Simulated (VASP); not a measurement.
# MnCd7S8 (P3m1) in VASP: single point with PBEsol+U

Aim: the single point of MnCd7S8 with PBEsol+U.

Program: VASP 6.6.1. These are calculated values, not measurements. Logs are shortened: lines on timing, memory, paths and dates and some standing lists are left out, and cuts for length are marked.

### 1 The cell of the first run

The structure is trigonal, space group P3m1 (No. 156). Conventional cell: a = 8.274 Å, b = 8.274 Å, c = 6.714 Å, α = 90.00°, β = 90.00°, γ = 120.00°. Mn (site symmetry 3m) has 4 S at 2.46 Å within 3.2 Å. Within 3.3 Å of Cd (site symmetry m) lie 4 S at 2.54 to 2.55 Å. Cd (site symmetry m) has 4 S at 2.53 to 2.54 Å within 3.3 Å. Cd (site symmetry 3m) has 4 S at 2.53 Å within 3.3 Å. Within 3.2 Å of S (site symmetry 3m) lie 1 Mn at 2.46 Å and 3 Cd at 2.54 Å. Within 3.3 Å of S (site symmetry m) lie 4 Cd at 2.53 to 2.54 Å. S (site symmetry m) has 1 Mn at 2.46 Å and 3 Cd at 2.54 to 2.55 Å within 3.2 Å. S (site symmetry 3m) has 4 Cd at 2.53 to 2.54 Å within 3.3 Å.

### 2 Single point, PBEsol+U, collinear spin, ferromagnetic start

Input file INCAR:

```
PREC = Accurate
ENCUT = 500
EDIFF = 1E-6
ISMEAR = 0
SIGMA = 0.05
LREAL = F
LASPH = T
NELM = 200
ALGO = Normal
ISIF = 2
LWAVE = F
LCHARG = T
ISPIN = 2
MAGMOM = 4.75 0.01 0.01 0.01 0.01 0.01 0.01 0 0.01 0 0 0 0.01 0.01 0.01 0
LORBIT = 11
LMAXMIX = 4
LDAU = T
LDAUTYPE = 2
LDAUL = 2 -1 -1
LDAUU = 3.5 0 0
LDAUJ = 0 0 0
LDAUPRINT = 1
GGA = PS
LELF = T
LVHAR = T
NBANDS = 90
GGA_COMPAT = F
```

Input file KPOINTS:

```
regular mesh
0
Gamma
  3 3 3
```

Input file POSCAR:

```
MnCd7S8
1.0
    8.2740025000      0.0000000000      0.0000000000
   -4.1370013000      7.1654964000      0.0000000000
    0.0000000000      0.0000000000      6.7144000000
Mn Cd S
1 7 8
Direct
    0.3333333333      0.1666666667      0.9984253242
    0.3320176140      0.6660088070      0.9984235079
    0.8339911930      0.1679823860      0.9984235079
    0.8339911930      0.6660088070      0.9984235079
    0.1680604708      0.3319395292      0.5002755696
    0.1680604708      0.8361209416      0.5002755696
    0.6638790584      0.3319395292      0.5002755696
    0.6666666667      0.8333333333      0.4982974321
    0.3333333333      0.1666666667      0.3640713934
    0.3321329257      0.6660664628      0.3768198007
    0.8339335372      0.1678670743      0.3768198007
    0.8339335372      0.6660664628      0.3768198007
    0.1709629972      0.3290370028      0.8789854153
    0.1709629972      0.8419259945      0.8789854153
    0.6580740055      0.3290370028      0.8789854153
    0.6666666667      0.8333333333      0.8756929699
```

Potentials or basis: VASP PAW PBE potentials, release 64 (Mn_pv, Cd, S).

The run is started by

```console
$ cat potpaw_PBE.64/Mn_pv/POTCAR potpaw_PBE.64/Cd/POTCAR potpaw_PBE.64/S/POTCAR > POTCAR
$ mpirun -np 1 vasp_std > vasp.out
```

OUTCAR:

```text
PREC = Accurate
   ENCUT = 500
   EDIFF = 1E-6
   ISMEAR = 0
   LREAL = F
   LASPH = T
   NELM = 200
   ISIF = 2
   ISPIN = 2
   LORBIT = 11
   GGA = PS

 ion  position               nearest neighbor table
   1  0.333  0.167  0.998-   9 2.46  15 2.46  13 2.46  14 2.46
   2  0.332  0.666  0.998-  16 2.54  10 2.54  14 2.55  13 2.55
   3  0.834  0.168  0.998-  16 2.54  11 2.54  13 2.55  15 2.55
   4  0.834  0.666  0.998-  16 2.54  12 2.54  14 2.55  15 2.55
   5  0.168  0.332  0.500-  11 2.53  10 2.53   9 2.54  13 2.54
   6  0.168  0.836  0.500-  12 2.53  10 2.53   9 2.54  14 2.54
[... 8 lines left out ...]
  15  0.658  0.329  0.879-   1 2.46   7 2.54   3 2.55   4 2.55
  16  0.667  0.833  0.876-   8 2.53   2 2.54   4 2.54   3 2.54

  LATTYP: Found a hexagonal cell.
 ALAT       =     8.2740025000
 C/A-ratio  =     0.8115056770

  Lattice vectors:

 A1 = (   8.2740025000,   0.0000000000,   0.0000000000)
 A2 = (  -4.1370013000,   7.1654964000,   0.0000000000)
 A3 = (   0.0000000000,   0.0000000000,   6.7144000000)

Analysis of symmetry for initial positions (statically):
=====================================================================
 Subroutine PRICEL returns:
 Original cell was already a primitive cell.

 Routine SETGRP: Setting up the symmetry group for a
 hexagonal supercell.

 Subroutine GETGRP returns: Found  6 space group operations
 (whereof  2 operations were pure point group operations)
 out of a pool of 24 trial point group operations.

The static configuration has the point symmetry C_1h.
 The point group associated with its full space group is C_3v.

Analysis of symmetry for dynamics (positions and initial velocities):
=====================================================================
 Subroutine PRICEL returns:
 Original cell was already a primitive cell.

 Routine SETGRP: Setting up the symmetry group for a
 hexagonal supercell.

 Subroutine GETGRP returns: Found  6 space group operations
 (whereof  2 operations were pure point group operations)
 out of a pool of 24 trial point group operations.

The dynamic configuration has the point symmetry C_1h.
 The point group associated with its full space group is C_3v.

Analysis of structural, dynamic, and magnetic symmetry:
=====================================================================
 Subroutine PRICEL returns:
 Original cell was already a primitive cell.

 Routine SETGRP: Setting up the symmetry group for a
 hexagonal supercell.

 Subroutine GETGRP returns: Found  6 space group operations
 (whereof  2 operations were pure point group operations)
 out of a pool of 24 trial point group operations.

The overall configuration has the point symmetry C_1h.
 The point group associated with its full space group is C_3v.

 Subroutine INISYM returns: Found  6 space group operations
 (whereof  2 operations are pure point group operations),
 and found     1 'primitive' translations

----------------------------------------------------------------------------------------

                                     Primitive cell

  volume of cell :     398.0789

  direct lattice vectors                    reciprocal lattice vectors
     8.274002500  0.000000000  0.000000000     0.120860490  0.069778837  0.000000000
    -4.137001300  7.165496400  0.000000000     0.000000000  0.139557673  0.000000000
     0.000000000  0.000000000  6.714400000     0.000000000  0.000000000  0.148933635

  length of vectors
     8.274002500  8.274002563  6.714400000     0.139557674  0.139557673  0.148933635

  position of ions in fractional coordinates (direct lattice)
     0.333333333  0.166666667  0.998425324
     0.332017614  0.666008807  0.998423508
     0.833991193  0.167982386  0.998423508
[... 114 lines left out ...]
   J (eV)           for each species LDAUJ =   0.0  0.0  0.0
   GGA     = PS    functional components
   LHFCALC =     F    Hartree Fock is set to
   AEXX    =    0.0000 exact exchange contribution
   IVDW    =     0    specifies the selected vdW correction
   LEPSILON=     F    determine dielectric tensor
   LRPA    =     F    only Hartree local field effects (RPA)
 spin polarized calculation
 Gauss-broadening in eV      SIGMA  =   0.05
  energy-cutoff  :      500.00
  volume of cell :      398.08
 maximum number of plane-waves:     10126
   NGX = 31   NGY = 31   NGZ = 25

atom =   1  type =  1  l = 2

 onsite density matrix

spin component  1

  0.9331 -0.0000  0.0000 -0.0026  0.0000
 -0.0000  0.9309 -0.0000 -0.0000 -0.0026
  0.0000 -0.0000  0.9356 -0.0000  0.0000
 -0.0026 -0.0000 -0.0000  0.9309  0.0000
  0.0000 -0.0026  0.0000  0.0000  0.9331

spin component  2

  0.0497 -0.0000  0.0000 -0.0209 -0.0000
 -0.0000  0.0336 -0.0000 -0.0000 -0.0209
  0.0000 -0.0000  0.0658 -0.0000  0.0000
 -0.0209 -0.0000 -0.0000  0.0336  0.0000
 -0.0000 -0.0209  0.0000  0.0000  0.0497

 occupancies and eigenvectors

  o =  0.0193  v =  0.0000  0.0000  0.0000  0.0000  0.0000  0.5152  0.3397 -0.0000  0.7517  0.2328      0.0000  0.0000  0.0000  0.0000  0.0000  0.0000  0.0000  0.0000  0.0000  0.0000
  o =  0.0193  v =  0.0000  0.0000  0.0000  0.0000  0.0000  0.2328 -0.7517  0.0000  0.3397 -0.5152      0.0000  0.0000  0.0000  0.0000  0.0000  0.0000  0.0000  0.0000  0.0000  0.0000
  o =  0.0640  v =  0.0000  0.0000  0.0000  0.0000  0.0000  0.7517 -0.2328 -0.0000 -0.5152  0.3397      0.0000  0.0000  0.0000  0.0000  0.0000  0.0000  0.0000  0.0000  0.0000  0.0000
  o =  0.0640  v =  0.0000  0.0000  0.0000  0.0000  0.0000 -0.3397 -0.5152 -0.0000  0.2328  0.7517      0.0000  0.0000  0.0000  0.0000  0.0000  0.0000  0.0000  0.0000  0.0000  0.0000
  o =  0.0658  v =  0.0000  0.0000  0.0000  0.0000  0.0000 -0.0000  0.0000 -1.0000  0.0000 -0.0000      0.0000  0.0000  0.0000  0.0000  0.0000  0.0000  0.0000  0.0000  0.0000  0.0000
  o =  0.9292  v =  0.5000  0.3443 -0.0000  0.7619  0.2259  0.0000  0.0000  0.0000  0.0000  0.0000      0.0000  0.0000  0.0000  0.0000  0.0000  0.0000  0.0000  0.0000  0.0000  0.0000
  o =  0.9292  v =  0.2259 -0.7619  0.0000  0.3443 -0.5000  0.0000  0.0000  0.0000  0.0000  0.0000      0.0000  0.0000  0.0000  0.0000  0.0000  0.0000  0.0000  0.0000  0.0000  0.0000
  o =  0.9348  v =  0.7619 -0.2259 -0.0000 -0.5000  0.3443  0.0000  0.0000  0.0000  0.0000  0.0000      0.0000  0.0000  0.0000  0.0000  0.0000  0.0000  0.0000  0.0000  0.0000  0.0000
  o =  0.9348  v = -0.3443 -0.5000 -0.0000  0.2259  0.7619  0.0000  0.0000  0.0000  0.0000  0.0000      0.0000  0.0000  0.0000  0.0000  0.0000  0.0000  0.0000  0.0000  0.0000  0.0000
  o =  0.9356  v = -0.0000  0.0000 -1.0000  0.0000 -0.0000  0.0000  0.0000  0.0000  0.0000  0.0000      0.0000  0.0000  0.0000  0.0000  0.0000  0.0000  0.0000  0.0000  0.0000  0.0000

 number of electron     144.9999979 magnetization       5.0000056

 Free energy of the ion-electron system (eV)
  ---------------------------------------------------
  ext. energy  EPLUGINS =         0.00000000
  ---------------------------------------------------
  free energy    TOTEN  =       -61.46329937 eV

  energy without entropy =      -61.46329937  energy(sigma->0) =      -61.46329937

 E-fermi :   1.6788     XC(G=0):  -9.3043

 val. band max:        1.4449347861   @ k =   0.0000   0.0000   0.0000
 cond. band min:       2.4547348750   @ k =   0.0000   0.0000   0.0000
 fundamental gap:      1.0098000889
 Fermi energy:         1.6787986828

 spin component 1

 k-point     1 :       0.0000    0.0000    0.0000
  band No.  band energies     occupation
      1     -48.1707      1.00000
      2     -48.1690      1.00000
      3     -48.1690      1.00000
      4     -11.0117      1.00000
      5     -10.5837      1.00000
      6     -10.5680      1.00000
[... 598 lines left out ...]
     83       6.3236      0.00000
     84       6.5512      0.00000
 Fermi energy:         1.6787986828

 spin component 2

 k-point     1 :       0.0000    0.0000    0.0000
  band No.  band energies     occupation
      1     -43.4216      1.00000
      2     -43.4196      1.00000
      3     -43.4196      1.00000
      4     -10.9837      1.00000
      5     -10.5523      1.00000
      6     -10.5507      1.00000
[... 598 lines left out ...]
     83       6.5746      0.00000
     84       6.6905      0.00000
 [bands above 84 left out]

------------------------ aborting loop because EDIFF is reached ----------------------------------------

  FORCE on cell =-STRESS in cart. coord.  units (eV):
  Direction    XX          YY          ZZ          XY          YZ          ZX
  --------------------------------------------------------------------------------------
  -------------------------------------------------------------------------------------
  Total       -2.3074415     -2.3074416     -1.9399046      0.0000000      0.0000000     -0.0000000
  in kB       -9.2869295     -9.2869296     -7.8076768      0.0000001      0.0000000     -0.0000000
  external PRESSURE =      -8.7938453 kB  Pullay stress =       0.0000000 kB

 VOLUME and BASIS-vectors are now :
 -----------------------------------------------------------------------------
  energy-cutoff  :      500.00
  volume of cell :      398.08
      direct lattice vectors                 reciprocal lattice vectors
     8.274002500  0.000000000  0.000000000     0.120860490  0.069778837  0.000000000
    -4.137001300  7.165496400  0.000000000     0.000000000  0.139557673  0.000000000
     0.000000000  0.000000000  6.714400000     0.000000000  0.000000000  0.148933635

 POSITION                                       TOTAL-FORCE (eV/Angst)
 -----------------------------------------------------------------------------------
      2.06850      1.19425      6.70383        -0.000000      0.000000     -0.000979
     -0.00816      4.77228      6.70381        -0.001799     -0.001039     -0.011892
      6.20550      1.20368      6.70381        -0.000000      0.002078     -0.011892
      4.14517      4.77228      6.70381         0.001799     -0.001039     -0.011892
      0.01730      2.37851      3.35905        -0.000266      0.000153     -0.001225
     -2.06850      5.99122      3.35905         0.000000     -0.000307     -0.001225
[... 8 lines left out ...]
      4.08368      2.35771      5.90186        -0.019254     -0.011116      0.019160
      2.06850      5.97125      5.87975        -0.000000     -0.000000      0.025222
 -----------------------------------------------------------------------------------
    total drift:                               -0.000002      0.000000      0.000134

  FREE ENERGIE OF THE ION-ELECTRON SYSTEM (eV)
  ---------------------------------------------------
  free  energy   TOTEN  =       -61.4632993688 eV

  energy  without entropy=      -61.4632993688  energy(sigma->0) =      -61.46329937

 total charge

# of ion       s       p       d       tot
------------------------------------------
    1        0.258   6.201   4.878  11.337
    2        0.426   0.320   9.560  10.305
    3        0.426   0.320   9.560  10.305
    4        0.426   0.320   9.560  10.305
    5        0.427   0.323   9.560  10.310
    6        0.427   0.323   9.560  10.310
[... 8 lines left out ...]
   15        1.315   2.384   0.000   3.699
   16        1.318   2.372   0.000   3.690
--------------------------------------------------
tot         13.776  27.482  71.799 113.056

 magnetization (x)

# of ion       s       p       d       tot
------------------------------------------
    1        0.036   0.048   4.421   4.505
    2        0.003   0.003   0.001   0.007
    3        0.003   0.003   0.001   0.007
    4        0.003   0.003   0.001   0.007
    5        0.003   0.003   0.001   0.007
    6        0.003   0.003   0.001   0.007
[... 8 lines left out ...]
   15        0.002   0.004   0.000   0.006
   16        0.000   0.001   0.000   0.002
--------------------------------------------------
tot          0.065   0.086   4.430   4.581
```

Wall time 5.6 min (1 thread of Intel Xeon 6975P-C (Granite Rapids), shared host); peak memory 0.74 GiB.

What came out:

| Item | Value |
| --- | --- |
| Free energy | -61.4633 eV |
| Pressure | -0.9 GPa |
| Largest force | 0.029 eV/Å |
| Band gap on the k mesh | 1.01 eV |
| Net moment | 5.00 μB per cell |
| Site moments | Mn +4.50; Cd +0.01, +0.00 (each value once); S +0.00, +0.01 (each value once) μB |
| Valence electrons inside the program's atomic spheres | Mn 11.34; Cd 10.30, 10.31 (each value once); S 3.70, 3.69 (each value once) |

Forces on the atoms (eV/Å):
```
Mn   0.000  0.000 -0.001
Cd  -0.002 -0.001 -0.012
Cd   0.000  0.002 -0.012
Cd   0.002 -0.001 -0.012
Cd   0.000  0.000 -0.001
Cd   0.000  0.000 -0.001
Cd   0.000  0.000 -0.001
Cd   0.000  0.000 -0.021
S    0.000  0.000 -0.026
S    0.006  0.003  0.002
S    0.000 -0.007  0.002
S   -0.006  0.003  0.002
S    0.019 -0.011  0.019
S    0.000  0.022  0.019
S   -0.019 -0.011  0.019
S    0.000  0.000  0.025
```

Stress tensor (GPa, compression positive):
```
-0.93  0.00  0.00
 0.00 -0.93  0.00
 0.00  0.00 -0.78
```

Eigenvalues of the final occupation matrices:
```csv
site,spin,trace,eigenvalues
site 1 d,1,4.66,0.93 0.93 0.93 0.93 0.94
site 1 d,2,0.23,0.02 0.02 0.06 0.06 0.07
```

Caveat: the PAW data sets were made with another functional, which shifts forces and pressure a little; a cell with one magnetic atom can't hold antiferromagnetic order, which such compounds often take.
